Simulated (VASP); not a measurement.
# Si (P6_3/mmc) in VASP: notebook

Aim: see how the results for Si move with the level of theory and the settings. Levels: LDA, PBEsol, r2SCAN. Tasks: electric field gradients.

Program: VASP 6.6.1. These are calculated values, not measurements. Logs are shortened: lines on timing, memory, paths and dates and some standing lists are left out, and cuts for length are marked.

## (1) The cell of the first run

It takes space group P6_3/mmc (No. 194, hexagonal). The conventional cell has a = 2.690 Å, b = 2.690 Å, c = 4.573 Å, α = 90.00°, β = 90.00°, γ = 120.00°. Si (site symmetry -6m2) has 12 Si at 2.69 to 2.76 Å within 3.5 Å.

This isn't the form of Si at room conditions, which is diamond.

## (2) Electric field gradients, LDA

Contents of INCAR:

```
  ALGO = Normal
  EDIFF = 1E-8
  ENCUT = 400
  GGA_COMPAT = F
  ISIF = 2
  ISMEAR = -1
  LASPH = T
  LCHARG = F
  LEFG = T
  LREAL = F
  LWAVE = F
  NBANDS = 11
  NELM = 120
  PREC = Accurate
  SIGMA = 0.05
```

Contents of KPOINTS:

```
k-points
0
Gamma
  15 15 8
```

Contents of POSCAR:

```
Si
1.0
    2.6895478028      0.0000000000      0.0000000000
   -1.3447739014      2.3292167219      0.0000000000
    0.0000000000      0.0000000000      4.5725623953
Si
2
Direct
    0.3333333333      0.6666666667      0.2500000000
    0.6666666667      0.3333333333      0.7500000000
```

Potentials or basis: VASP PAW LDA potentials, release 64 (Si).

Started as:

```console
cat potpaw_LDA.64/Si/POTCAR > POTCAR
mpirun -np 1 vasp_std > vasp.out
```

OUTCAR:

```text
EDIFF = 1E-8
   ENCUT = 400
   ISIF = 2
   ISMEAR = -1
   LASPH = T
   LREAL = F
   NELM = 120
   PREC = Accurate

 ion  position               nearest neighbor table
   1  0.333  0.667  0.250-   2 2.76   2 2.76   2 2.76   2 2.76   2 2.76   2 2.76
   2  0.667  0.333  0.750-   1 2.76   1 2.76   1 2.76   1 2.76   1 2.76   1 2.76

  LATTYP: Found a hexagonal cell.
 ALAT       =     2.6895478028
 C/A-ratio  =     1.7001231176

  Lattice vectors:

 A1 = (   2.6895478028,   0.0000000000,   0.0000000000)
 A2 = (  -1.3447739014,   2.3292167219,   0.0000000000)
 A3 = (   0.0000000000,   0.0000000000,   4.5725623953)

Analysis of symmetry for initial positions (statically):
=====================================================================
 Subroutine PRICEL returns:
 Original cell was already a primitive cell.

 Routine SETGRP: Setting up the symmetry group for a
 hexagonal supercell.

 Subroutine GETGRP returns: Found 24 space group operations
 (whereof 12 operations were pure point group operations)
 out of a pool of 24 trial point group operations.

The static configuration has the point symmetry D_3d.
 The point group associated with its full space group is D_6h.

Analysis of symmetry for dynamics (positions and initial velocities):
=====================================================================
 Subroutine PRICEL returns:
 Original cell was already a primitive cell.

 Routine SETGRP: Setting up the symmetry group for a
 hexagonal supercell.

 Subroutine GETGRP returns: Found 24 space group operations
 (whereof 12 operations were pure point group operations)
 out of a pool of 24 trial point group operations.

The dynamic configuration has the point symmetry D_3d.
 The point group associated with its full space group is D_6h.

 Subroutine INISYM returns: Found 24 space group operations
 (whereof 12 operations are pure point group operations),
 and found     1 'primitive' translations

----------------------------------------------------------------------------------------

                                     Primitive cell

  volume of cell :      28.6450

  direct lattice vectors                    reciprocal lattice vectors
     2.689547803  0.000000000  0.000000000     0.371809714  0.214664439  0.000000000
    -1.344773901  2.329216722  0.000000000     0.000000000  0.429328877  0.000000000
     0.000000000  0.000000000  4.572562395     0.000000000  0.000000000  0.218695758

  length of vectors
     2.689547803  2.689547803  4.572562395     0.429328877  0.429328877  0.218695758

  position of ions in fractional coordinates (direct lattice)
     0.333333333  0.666666667  0.250000000
     0.666666667  0.333333333  0.750000000

  ion indices of the primitive-cell ions
   primitive index   ion index
                 1           1
                 2           2

----------------------------------------------------------------------------------------

 KPOINTS: k-points

Automatic generation of k-mesh.
 Grid dimensions read from file:
 generate k-points for:   15   15    8

 Generating k-lattice:

  Cartesian coordinates                     Fractional coordinates (reciprocal lattice)
     0.024787314  0.014310963  0.000000000     0.066666667  0.000000000  0.000000000
     0.000000000  0.028621925  0.000000000     0.000000000  0.066666667  0.000000000
     0.000000000  0.000000000  0.027336970     0.000000000  0.000000000  0.125000000

  Length of vectors
     0.028621925  0.028621925  0.027336970

  Shift w.r.t. Gamma in fractional coordinates (k-lattice)
     0.000000000  0.000000000  0.000000000

 Subroutine IBZKPT returns following result:
 ===========================================

 Found    135 irreducible k-points:

 Following reciprocal coordinates:
            Coordinates               Weight
  0.000000  0.000000  0.000000      1.000000
  0.066667 -0.000000  0.000000      6.000000
  0.133333  0.000000  0.000000      6.000000
  0.200000  0.000000  0.000000      6.000000
  0.266667  0.000000  0.000000      6.000000
  0.333333  0.000000  0.000000      6.000000
[... 16 lines left out ...]
  0.333333  0.200000  0.000000     12.000000
  0.400000  0.200000  0.000000      6.000000
 [... further k-points ...]
   k-points           NKPTS =    135   k-points in BZ     NKDIM =    135   number of bands    NBANDS=     11
   number of dos      NEDOS =    301   number of ions     NIONS =      2
   total plane-waves  NPLWV =   9720
   dimension x,y,z NGX =    18 NGY =   18 NGZ =   30
   dimension x,y,z NGXF=    36 NGYF=   36 NGZF=   60
   ions per type =               2
   NGX,Y,Z   is equivalent  to a cutoff of  11.13, 11.13, 10.91 a.u.
   NGXF,Y,Z  is equivalent  to a cutoff of  22.25, 22.25, 21.81 a.u.
 SYSTEM =  unknown system
   PREC   = accura    normal or accurate (medium, high low for compatibility)
   ISTART =      0    job   : 0-new  1-cont  2-samecut
   ICHARG =      2    charge: 1-file 2-atom 10-const
   ISPIN  =      1    spin polarized calculation?
   LNONCOLLINEAR =      F non collinear calculations
   LSORBIT =      F    spin-orbit coupling
   LASPH  =      T    aspherical Exc in radial PAW
   ENCUT  =  400.0 eV  29.40 Ry    5.42 a.u.   4.39  4.39  7.46*2*pi/ulx,y,z
   NELM   =    120;   NELMIN=  2; NELMDL= -5     # of ELM steps
   EDIFF  = 0.1E-07   stopping-criterion for ELM
   LREAL  =      F    real-space projection
   EDIFFG = 0.1E-06   stopping-criterion for IOM
   NSW    =      0    number of steps for IOM
   IBRION =     -1    ionic relax: 0-MD 1-quasi-New 2-CG
   NFREE  =      0    steps in history (QN), initial steepest desc. (CG)
   ISIF   =      2    stress and relaxation
   ISYM   =      2    0-nonsym 1-usesym 2-fastsym
   POTIM  = 0.5000    time-step for ionic-motion
   TEBEG  =    0.0;   TEEND  =   0.0 temperature during run
   PSTRESS=    0.0 pullay stress
   NELECT =       8.0000    total number of electrons
   NUPDOWN=      -1.0000    fix difference up-down
   EMIN   =  10.00;   EMAX   =-10.00  energy-range for DOS
   EFERMI =   0.00;   METHOD = LEGACY
   ISMEAR =    -1;   SIGMA  =   0.05  broadening in eV -4-tet -1-fermi 0-gaus
   EFERMI_NEDOS =   21; number of points for ismear=-14 and -15
   IALGO  =     38    algorithm
   IMIX   =      4    mixing-type and parameters
     AMIX     =   0.40;   BMIX     =  1.00
     AMIX_MAG =   1.60;   BMIX_MAG =  1.00
  volume/ion in A,a.u.               =      14.32        96.65
  Fermi-wavevector in a.u.,A,eV,Ry     =   1.070094  2.022184 15.580045  1.145101
  Thomas-Fermi vector in A             =   2.205793
   LORBIT       =      0    0 simple, 1 ext, 2 COOP (PROOUT), +10 PAW based schemes
   GGA     = CA    functional components
   LHFCALC =     F    Hartree Fock is set to
   AEXX    =    0.0000 exact exchange contribution
   IVDW    =     0    specifies the selected vdW correction
   LEPSILON=     F    determine dielectric tensor
   LRPA    =     F    only Hartree local field effects (RPA)
 non-spin polarized calculation
  energy-cutoff  :      400.00
  volume of cell :       28.64
 maximum number of plane-waves:       549
 NGX is ok and might be reduce to    18
   NGX =  9   NGY =  9   NGZ = 15

 number of electron       7.9999998 magnetization

 Free energy of the ion-electron system (eV)
  ---------------------------------------------------
  ext. energy  EPLUGINS =         0.00000000
  ---------------------------------------------------
  free energy    TOTEN  =       -11.07575748 eV

  energy without entropy =      -11.06883946  energy(sigma->0) =      -11.07229847

 E-fermi :  10.2898     XC(G=0): -11.3053

 val. band max:       10.2619663155   @ k =   0.4000   0.0000   0.1250
 cond. band min:      10.2952103846   @ k =   0.2667   0.2000   0.5000
 fundamental gap:      0.0332440691
 Fermi energy:        10.2897811240

 k-point     1 :       0.0000    0.0000    0.0000
  band No.  band energies     occupation
      1      -4.2293      2.00000
      2       2.0743      2.00000
      3       3.1357      2.00000
      4      19.0409      0.00000
      5      19.0409      0.00000
      6      20.3929      0.00000
      7      20.3929      0.00000
      8      20.4750      0.00000
      9      21.1219      0.00000
     10      23.4728      0.00000
     11      23.9938      0.00000
[... 309 lines left out ...]
 k-point    24 :       0.4000    0.2000    0.0000
  band No.  band energies     occupation
      1       2.8309      2.00000
      2       3.4129      2.00000
      3       8.2423      2.00000
      4       9.0494      2.00000
      5       9.4453      2.00000
      6       9.4511      2.00000
      7      10.8854      0.00001
      8      14.0494      0.00000
      9      15.8960      0.00000
     10      22.9020      0.00000
     11      26.4763      0.00000

 [... further k-points ...]

------------------------ aborting loop because EDIFF is reached ----------------------------------------

  FORCE on cell =-STRESS in cart. coord.  units (eV):
  Direction    XX          YY          ZZ          XY          YZ          ZX
  --------------------------------------------------------------------------------------
  -------------------------------------------------------------------------------------
  Total       -0.6121861     -0.6121861     -0.5457276      0.0000000      0.0000000      0.0000000
  in kB      -34.2409071    -34.2409071    -30.5237357      0.0000000      0.0000000      0.0000000
  external PRESSURE =     -33.0018500 kB  Pullay stress =       0.0000000 kB

 VOLUME and BASIS-vectors are now :
 -----------------------------------------------------------------------------
  energy-cutoff  :      400.00
  volume of cell :       28.64
      direct lattice vectors                 reciprocal lattice vectors
     2.689547803  0.000000000  0.000000000     0.371809714  0.214664439  0.000000000
    -1.344773901  2.329216722  0.000000000     0.000000000  0.429328877  0.000000000
     0.000000000  0.000000000  4.572562395     0.000000000  0.000000000  0.218695758

 POSITION                                       TOTAL-FORCE (eV/Angst)
 -----------------------------------------------------------------------------------
     -0.00000      1.55281      1.14314        -0.000000      0.000000      0.000000
      1.34477      0.77641      3.42942         0.000000     -0.000000      0.000000
 -----------------------------------------------------------------------------------
    total drift:                               -0.000000      0.000000     -0.000000

  FREE ENERGIE OF THE ION-ELECTRON SYSTEM (eV)
  ---------------------------------------------------
  free  energy   TOTEN  =       -11.0757574792 eV

  energy  without entropy=      -11.0688394606  energy(sigma->0) =      -11.07229847

 Electric field gradients (V/A^2)
---------------------------------------------------------------------
 ion       V_xx      V_yy      V_zz      V_xy      V_xz      V_yz
---------------------------------------------------------------------
   1      -1.167    -1.167     2.334    -0.000     0.000    -0.000
   2      -1.167    -1.167     2.334    -0.000    -0.000     0.000
---------------------------------------------------------------------

 Electric field gradients after diagonalization (V/A^2)
 (convention: |V_zz| > |V_xx| > |V_yy|)
----------------------------------------------------------------------
 ion       V_xx      V_yy      V_zz     asymmetry (V_yy - V_xx)/ V_zz
----------------------------------------------------------------------
   1      -1.167    -1.167     2.334       0.000
   2      -1.167    -1.167     2.334       0.000
----------------------------------------------------------------------

           NMR quadrupolar parameters

 Cq : quadrupolar parameter    Cq=e*Q*V_zz/h
 eta: asymmetry parameters     (V_yy - V_xx)/ V_zz
 Q  : nuclear electric quadrupole moment in mb (millibarn)
----------------------------------------------------------------------
 ion       Cq(MHz)       eta       Q (mb)
----------------------------------------------------------------------
   1       0.006       0.000       1.000
   2       0.006       0.000       1.000
----------------------------------------------------------------------
```

Wall time 14 s (1 thread of Intel Xeon Platinum 8375C at 2.90GHz (Ice Lake), shared host); peak memory 0.13 GiB.

What came out:

- Free energy: -11.0758 eV
- Pressure: -3.3 GPa
- Band gap on the k mesh: zero (bands 4 and 5 overlap by 12.34 eV)
- Largest electric field gradient by atom: Si +2.3 V/Å²

Electric field gradients, principal values (V/Å²):
| atom | least | middle | greatest (by size) |
| --- | --- | --- | --- |
| 1 Si | -1.167 | -1.167 | 2.334 |
| 2 Si | -1.167 | -1.167 | 2.334 |

Caveat: the cell stands under tension; without QUAD_EFG the Cq values of the log hold for a quadrupole moment of 1 mb, not for the nuclei.

## (3) Electric field gradients, PBEsol

Contents of INCAR:

```
SYSTEM = Si
PREC = Accurate
ENCUT = 400
EDIFF = 1E-8
ISMEAR = -1
SIGMA = 0.05
LREAL = .False.
LASPH = .True.
NELM = 120
ALGO = Normal
ISIF = 2
LWAVE = .False.
LCHARG = .False.
GGA = PS
LEFG = .True.
NBANDS = 11
GGA_COMPAT = .False.
```

Contents of KPOINTS:

```
regular mesh
0
Gamma
  15 15 8
  0 0 0
```

POSCAR is that of step 2.

Potentials or basis: VASP PAW PBE potentials, release 64 (Si).

Started as:

```console
cat potpaw_PBE.64/Si/POTCAR > POTCAR
mpirun -np 1 vasp_std > vasp.out
```

OUTCAR:

```text
SYSTEM = Si
   PREC = Accurate
   ENCUT = 400
   EDIFF = 1E-8
   ISMEAR = -1
   LREAL = .False.
   LASPH = .True.
   NELM = 120
   ISIF = 2
   GGA = PS

 ion  position               nearest neighbor table
   1  0.333  0.667  0.250-   2 2.76   2 2.76   2 2.76   2 2.76   2 2.76   2 2.76
   2  0.667  0.333  0.750-   1 2.76   1 2.76   1 2.76   1 2.76   1 2.76   1 2.76

  LATTYP: Found a hexagonal cell.
 ALAT       =     2.6895478028
 C/A-ratio  =     1.7001231176

  Lattice vectors:

 A1 = (   2.6895478028,   0.0000000000,   0.0000000000)
 A2 = (  -1.3447739014,   2.3292167219,   0.0000000000)
[... 551 lines left out ...]
  free  energy   TOTEN  =       -10.7460199147 eV

  energy  without entropy=      -10.7393830419  energy(sigma->0) =      -10.74270148

 Electric field gradients (V/A^2)
---------------------------------------------------------------------
 ion       V_xx      V_yy      V_zz      V_xy      V_xz      V_yz
---------------------------------------------------------------------
   1      -1.200    -1.201     2.401    -0.000     0.000    -0.000
   2      -1.200    -1.201     2.401    -0.000    -0.000     0.000
---------------------------------------------------------------------

 Electric field gradients after diagonalization (V/A^2)
 (convention: |V_zz| > |V_xx| > |V_yy|)
----------------------------------------------------------------------
 ion       V_xx      V_yy      V_zz     asymmetry (V_yy - V_xx)/ V_zz
----------------------------------------------------------------------
   1      -1.201    -1.200     2.401       0.000
   2      -1.201    -1.200     2.401       0.000
----------------------------------------------------------------------

           NMR quadrupolar parameters

 Cq : quadrupolar parameter    Cq=e*Q*V_zz/h
 eta: asymmetry parameters     (V_yy - V_xx)/ V_zz
 Q  : nuclear electric quadrupole moment in mb (millibarn)
----------------------------------------------------------------------
 ion       Cq(MHz)       eta       Q (mb)
----------------------------------------------------------------------
   1       0.006       0.000       1.000
   2       0.006       0.000       1.000
----------------------------------------------------------------------
```

OSZICAR:

```text
N       E                     dE             d eps       ncg     rms          rms(c)
DAV:   1     0.221463200003E+01    0.22146E+01   -0.29420E+03  2986   0.495E+02
DAV:   2    -0.104811407157E+02   -0.12696E+02   -0.12237E+02  3995   0.736E+01
DAV:   3    -0.107963949715E+02   -0.31525E+00   -0.31272E+00  3906   0.948E+00
DAV:   4    -0.107974697545E+02   -0.10748E-02   -0.10747E-02  3541   0.719E-01
DAV:   5    -0.107974737523E+02   -0.39977E-05   -0.39980E-05  3797   0.386E-02    0.398E+00
DAV:   6    -0.107642491625E+02    0.33225E-01   -0.99548E-03  3397   0.453E-01    0.219E+00
DAV:   7    -0.107461494591E+02    0.18100E-01   -0.18080E-02  3260   0.608E-01    0.144E-01
DAV:   8    -0.107460216201E+02    0.12784E-03   -0.20171E-04  4311   0.941E-02    0.223E-02
DAV:   9    -0.107460215687E+02    0.51361E-07   -0.18721E-06  3490   0.787E-03    0.376E-03
DAV:  10    -0.107460200444E+02    0.15243E-05   -0.14334E-07  4008   0.195E-03    0.319E-03
DAV:  11    -0.107460199240E+02    0.12044E-06   -0.48440E-09  2337   0.469E-04    0.198E-04
DAV:  12    -0.107460199147E+02    0.92702E-08   -0.56908E-10  2142   0.157E-04
   1 F= -.10746020E+02 E0= -.10742701E+02  d E =-.663687E-02
```

Wall time 15 s (1 thread of Intel Xeon Platinum 8375C at 2.90GHz (Ice Lake), shared host); peak memory 0.14 GiB.

What came out:

```yaml
Free_energy: -10.7460 eV
Pressure: -2.4 GPa
Band_gap_on_the_k_mesh: zero (bands 4 and 5 overlap by 12.50 eV)
Largest_electric_field_gradient_by_atom: Si +2.4 V/Å²
```

Stress tensor (GPa, compression positive):
```
-2.34  0.00  0.00
 0.00 -2.34  0.00
 0.00  0.00 -2.47
```

Levels at points of the mesh, in eV from the Fermi level:
```csv
k point,band 2,band 3,band 4,band 5,band 6,band 7
"(0.00, 0.00, 0.00)",-8.22,-7.22,8.86,8.86,10.17,10.17
"(0.00, 0.00, 0.50)",-12.85,0.51,0.51,10.16,10.16,10.16
```

Electric field gradients, principal values (V/Å²):
| atom | least | middle | greatest (by size) |
| --- | --- | --- | --- |
| 1 Si | -1.200 | -1.201 | 2.401 |
| 2 Si | -1.200 | -1.201 | 2.401 |

Caveat: without QUAD_EFG the Cq values of the log hold for a quadrupole moment of 1 mb, not for the nuclei; the PAW data sets were made with another functional, which shifts forces and pressure a little.

(Continued in part 2 of 3.)

The gap in the log of VASP goes by the Fermi energy; the results here count the filled bands.